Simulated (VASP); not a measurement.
# Ta (Im-3m) in VASP: single point with BLYP

Aim: the single point of Ta with BLYP.

Program: VASP 6.6.1. These are calculated values, not measurements. Logs are shortened: lines on timing, memory, paths and dates and some standing lists are left out, and cuts for length are marked.

**1. The cell of the first run**

It takes space group Im-3m (No. 229, cubic). The conventional cell has a = 3.310 Å, b = 3.310 Å, c = 3.310 Å, α = 90.00°, β = 90.00°, γ = 90.00°. Within 3.8 Å of Ta (site symmetry m-3m) lie 14 Ta at 2.87 to 3.31 Å.

**2. Single point, BLYP (18.14 Å³/atom)**

INCAR

```
PREC = Accurate
ENCUT = 500
EDIFF = 1E-6
ISMEAR = -1
SIGMA = 0.1
LREAL = F
LASPH = T
NELM = 120
ALGO = Normal
ISIF = 2
LWAVE = F
LCHARG = F
GGA = B5
ALDAX = 1.0
AGGAX = 1.0
AGGAC = 1.0
ALDAC = 0.0
NBANDS = 12
GGA_COMPAT = F
```

KPOINTS

```
regular mesh
0
Gamma
  22 22 22
```

POSCAR

```
Ta
1.0
   -1.6551612102      1.6551612102      1.6551612102
    1.6551612102     -1.6551612102      1.6551612102
    1.6551612102      1.6551612102     -1.6551612102
Ta
1
Direct
    0.0000000000      0.0000000000      0.0000000000
```

Potentials or basis: VASP PAW PBE potentials, release 64 (Ta_sv_GW).

The run is started by

```bash
cat potpaw_PBE.64/Ta_sv_GW/POTCAR > POTCAR
mpirun -np 1 vasp_std > vasp.out
```

OUTCAR:

```text
PREC = Accurate
   ENCUT = 500
   EDIFF = 1E-6
   ISMEAR = -1
   LREAL = F
   LASPH = T
   NELM = 120
   ISIF = 2
   GGA = B5

 ion  position               nearest neighbor table
   1  0.000  0.000  0.000-

  LATTYP: Found a body centered cubic cell.
 ALAT       =     3.3103224204

  Lattice vectors:

 A1 = (  -1.6551612102,   1.6551612102,   1.6551612102)
 A2 = (   1.6551612102,  -1.6551612102,   1.6551612102)
 A3 = (   1.6551612102,   1.6551612102,  -1.6551612102)

Analysis of symmetry for initial positions (statically):
=====================================================================
 Subroutine PRICEL returns:
 Original cell was already a primitive cell.

 Routine SETGRP: Setting up the symmetry group for a
 body centered cubic supercell.

 Subroutine GETGRP returns: Found 48 space group operations
 (whereof 48 operations were pure point group operations)
 out of a pool of 48 trial point group operations.

The static configuration has the point symmetry O_h .

Analysis of symmetry for dynamics (positions and initial velocities):
=====================================================================
 Subroutine PRICEL returns:
 Original cell was already a primitive cell.

 Routine SETGRP: Setting up the symmetry group for a
 body centered cubic supercell.

 Subroutine GETGRP returns: Found 48 space group operations
 (whereof 48 operations were pure point group operations)
 out of a pool of 48 trial point group operations.

The dynamic configuration has the point symmetry O_h .

 Subroutine INISYM returns: Found 48 space group operations
 (whereof 48 operations are pure point group operations),
 and found     1 'primitive' translations

----------------------------------------------------------------------------------------

                                     Primitive cell

  volume of cell :      18.1376

  direct lattice vectors                    reciprocal lattice vectors
    -1.655161210  1.655161210  1.655161210     0.000000000  0.302085378  0.302085378
     1.655161210 -1.655161210  1.655161210     0.302085378  0.000000000  0.302085378
     1.655161210  1.655161210 -1.655161210     0.302085378  0.302085378  0.000000000

  length of vectors
     2.866823311  2.866823311  2.866823311     0.427213239  0.427213239  0.427213239

  position of ions in fractional coordinates (direct lattice)
     0.000000000  0.000000000  0.000000000

  ion indices of the primitive-cell ions
   primitive index   ion index
                 1           1

----------------------------------------------------------------------------------------

 KPOINTS: regular mesh

Automatic generation of k-mesh.
 Grid dimensions read from file:
 generate k-points for:   22   22   22

 Generating k-lattice:

  Cartesian coordinates                     Fractional coordinates (reciprocal lattice)
     0.000000000  0.013731154  0.013731154     0.045454545  0.000000000  0.000000000
     0.013731154  0.000000000  0.013731154     0.000000000  0.045454545  0.000000000
     0.013731154  0.013731154  0.000000000     0.000000000  0.000000000  0.045454545

  Length of vectors
     0.019418784  0.019418784  0.019418784

  Shift w.r.t. Gamma in fractional coordinates (k-lattice)
     0.000000000  0.000000000  0.000000000

 Subroutine IBZKPT returns following result:
 ===========================================

 Found    328 irreducible k-points:

 Following reciprocal coordinates:
            Coordinates               Weight
  0.000000  0.000000  0.000000      1.000000
  0.045455  0.000000  0.000000     12.000000
  0.090909  0.000000  0.000000     12.000000
  0.136364  0.000000  0.000000     12.000000
  0.181818  0.000000  0.000000     12.000000
  0.227273  0.000000  0.000000     12.000000
[... 16 lines left out ...]
  0.090909  0.090909  0.000000     24.000000
  0.136364  0.090909 -0.000000     48.000000
 [... further k-points ...]
   k-points           NKPTS =    328   k-points in BZ     NKDIM =    328   number of bands    NBANDS=     12
   number of dos      NEDOS =    301   number of ions     NIONS =      1
   total plane-waves  NPLWV =  13824
   dimension x,y,z NGX =    24 NGY =   24 NGZ =   24
   dimension x,y,z NGXF=    48 NGYF=   48 NGZF=   48
   ions per type =               1
   NGX,Y,Z   is equivalent  to a cutoff of  13.92, 13.92, 13.92 a.u.
   NGXF,Y,Z  is equivalent  to a cutoff of  27.84, 27.84, 27.84 a.u.
 SYSTEM =  unknown system
   PREC   = accura    normal or accurate (medium, high low for compatibility)
   ISTART =      0    job   : 0-new  1-cont  2-samecut
   ICHARG =      2    charge: 1-file 2-atom 10-const
   ISPIN  =      1    spin polarized calculation?
   LNONCOLLINEAR =      F non collinear calculations
   LSORBIT =      F    spin-orbit coupling
   LASPH  =      T    aspherical Exc in radial PAW
   ENCUT  =  500.0 eV  36.75 Ry    6.06 a.u.   5.23  5.23  5.23*2*pi/ulx,y,z
   NELM   =    120;   NELMIN=  2; NELMDL= -5     # of ELM steps
   EDIFF  = 0.1E-05   stopping-criterion for ELM
   LREAL  =      F    real-space projection
   EDIFFG = 0.1E-04   stopping-criterion for IOM
   NSW    =      0    number of steps for IOM
   IBRION =     -1    ionic relax: 0-MD 1-quasi-New 2-CG
   NFREE  =      0    steps in history (QN), initial steepest desc. (CG)
   ISIF   =      2    stress and relaxation
   ISYM   =      2    0-nonsym 1-usesym 2-fastsym
   POTIM  = 0.5000    time-step for ionic-motion
   TEBEG  =    0.0;   TEEND  =   0.0 temperature during run
   PSTRESS=    0.0 pullay stress
   NELECT =      13.0000    total number of electrons
   NUPDOWN=      -1.0000    fix difference up-down
   EMIN   =  10.00;   EMAX   =-10.00  energy-range for DOS
   EFERMI =   0.00;   METHOD = LEGACY
   ISMEAR =    -1;   SIGMA  =   0.10  broadening in eV -4-tet -1-fermi 0-gaus
   EFERMI_NEDOS =   21; number of points for ismear=-14 and -15
   IALGO  =     38    algorithm
   IMIX   =      4    mixing-type and parameters
     AMIX     =   0.40;   BMIX     =  1.00
     AMIX_MAG =   1.60;   BMIX_MAG =  1.00
  volume/ion in A,a.u.               =      18.14       122.40
  Fermi-wavevector in a.u.,A,eV,Ry     =   1.465083  2.768606 29.204485  2.146469
  Thomas-Fermi vector in A             =   2.580982
   LORBIT       =      0    0 simple, 1 ext, 2 COOP (PROOUT), +10 PAW based schemes
   GGA     = B5    functional components
   LHFCALC =     F    Hartree Fock is set to
   AEXX    =    0.0000 exact exchange contribution
   IVDW    =     0    specifies the selected vdW correction
   LEPSILON=     F    determine dielectric tensor
   LRPA    =     F    only Hartree local field effects (RPA)
 non-spin polarized calculation
  energy-cutoff  :      500.00
  volume of cell :       18.14
 maximum number of plane-waves:       474
 NGX is ok and might be reduce to    24
   NGX = 11   NGY = 11   NGZ = 11

 number of electron      12.9999998 magnetization

 Free energy of the ion-electron system (eV)
  ---------------------------------------------------
  ext. energy  EPLUGINS =         0.00000000
  ---------------------------------------------------
  free energy    TOTEN  =       -12.78805794 eV

  energy without entropy =      -12.74280428  energy(sigma->0) =      -12.76543111

 E-fermi :  11.0064     XC(G=0): -12.3782

 val. band max:       11.0049858299   @ k =  -0.1364   0.2273   0.0455
 cond. band min:      11.0099264040   @ k =  -0.3636   0.5000   0.0455
 fundamental gap:      0.0049405742
 Fermi energy:        11.0063500150

 k-point     1 :       0.0000    0.0000    0.0000
  band No.  band energies     occupation
      1     -55.9052      2.00000
      2     -22.0452      2.00000
      3     -22.0452      2.00000
      4     -22.0452      2.00000
      5       3.2701      2.00000
      6      11.6017      0.00518
      7      11.6017      0.00518
      8      11.6017      0.00518
      9      14.8540      0.00000
     10      14.8540      0.00000
     11      25.7100      0.00000
     12      25.7100      0.00000

 k-point     2 :       0.0455    0.0000    0.0000
  band No.  band energies     occupation
      1     -55.9028      2.00000
      2     -22.0703      2.00000
      3     -22.0529      2.00000
      4     -22.0452      2.00000
      5       3.3626      2.00000
      6      11.5430      0.00930
      7      11.5877      0.00596
      8      11.6916      0.00211
      9      14.7554      0.00000
     10      14.8542      0.00000
     11      25.7922      0.00000
     12      25.8668      0.00000

 k-point     3 :       0.0909    0.0000    0.0000
  band No.  band energies     occupation
      1     -55.8961      2.00000
      2     -22.1442      2.00000
      3     -22.0760      2.00000
      4     -22.0456      2.00000
      5       3.6334      2.00000
      6      11.3768      0.04805
      7      11.5323      0.01035
      8      11.9591      0.00015
      9      14.5204      0.00000
     10      14.8578      0.00000
     11      26.0144      0.00000
     12      26.3270      0.00000
[... 286 lines left out ...]
 k-point    23 :       0.0909    0.0909    0.0000
  band No.  band energies     occupation
      1     -55.8795      2.00000
      2     -22.3240      2.00000
      3     -22.1102      2.00000
      4     -22.0696      2.00000
      5       4.3125      2.00000
      6      11.0834      0.63258
      7      11.1923      0.26957
      8      12.7151      0.00000
      9      14.0878      0.00000
     10      14.9890      0.00000
     11      26.5196      0.00000
     12      27.3730      0.00000

 k-point    24 :       0.1364    0.0909   -0.0000
  band No.  band energies     occupation
      1     -55.8663      2.00000
      2     -22.4562      2.00000
      3     -22.1534      2.00000
      4     -22.0769      2.00000
      5       4.8536      2.00000
      6      10.8149      1.74307
      7      10.9636      1.21040
      8      13.3420      0.00000
      9      13.9435      0.00000
     10      15.1034      0.00000
     11      26.8169      0.00000
     12      27.6815      0.00000

 [... further k-points ...]

------------------------ aborting loop because EDIFF is reached ----------------------------------------

  FORCE on cell =-STRESS in cart. coord.  units (eV):
  Direction    XX          YY          ZZ          XY          YZ          ZX
  --------------------------------------------------------------------------------------
  -------------------------------------------------------------------------------------
  Total        0.8206720      0.8206720      0.8206720      0.0000000      0.0000000     -0.0000000
  in kB       72.4935399     72.4935399     72.4935399      0.0000000      0.0000000     -0.0000000
  external PRESSURE =      72.4935399 kB  Pullay stress =       0.0000000 kB

 VOLUME and BASIS-vectors are now :
 -----------------------------------------------------------------------------
  energy-cutoff  :      500.00
  volume of cell :       18.14
      direct lattice vectors                 reciprocal lattice vectors
    -1.655161210  1.655161210  1.655161210     0.000000000  0.302085378  0.302085378
     1.655161210 -1.655161210  1.655161210     0.302085378  0.000000000  0.302085378
     1.655161210  1.655161210 -1.655161210     0.302085378  0.302085378  0.000000000

 POSITION                                       TOTAL-FORCE (eV/Angst)
 -----------------------------------------------------------------------------------
      0.00000      0.00000      0.00000         0.000000      0.000000     -0.000000
 -----------------------------------------------------------------------------------
    total drift:                                0.000000      0.000000     -0.000000

  FREE ENERGIE OF THE ION-ELECTRON SYSTEM (eV)
  ---------------------------------------------------
  free  energy   TOTEN  =       -12.7880579412 eV

  energy  without entropy=      -12.7428042819  energy(sigma->0) =      -12.76543111
```

Wall time 79 s (1 thread of Intel Xeon Platinum 8375C at 2.90GHz (Ice Lake), shared host); peak memory 0.21 GiB.

What came out:

```yaml
Free_energy: -12.7881 eV
Pressure: 7.2 GPa
Band_gap_on_the_k_mesh: zero (an odd number of electrons rules out a gap without spin polarisation)
```

Levels at points of the mesh, in eV from the Fermi level:
```
           k point  band 5  band 6  band 7  band 8  band 9  band 10
(0.00, 0.00, 0.00)   -7.74    0.60    0.60    0.60    3.85     3.85
(0.50, 0.00, 0.00)   -4.32   -1.61    1.82    3.71    4.70     7.54
(0.50, 0.50, 0.50)   -3.76   -3.76    6.59    6.59    6.59     8.74
```

Caveat: the cell stands under pressure; the PAW data sets were made with another functional, which shifts forces and pressure a little; spin-orbit coupling is left out, which moves the levels of the heavy elements.
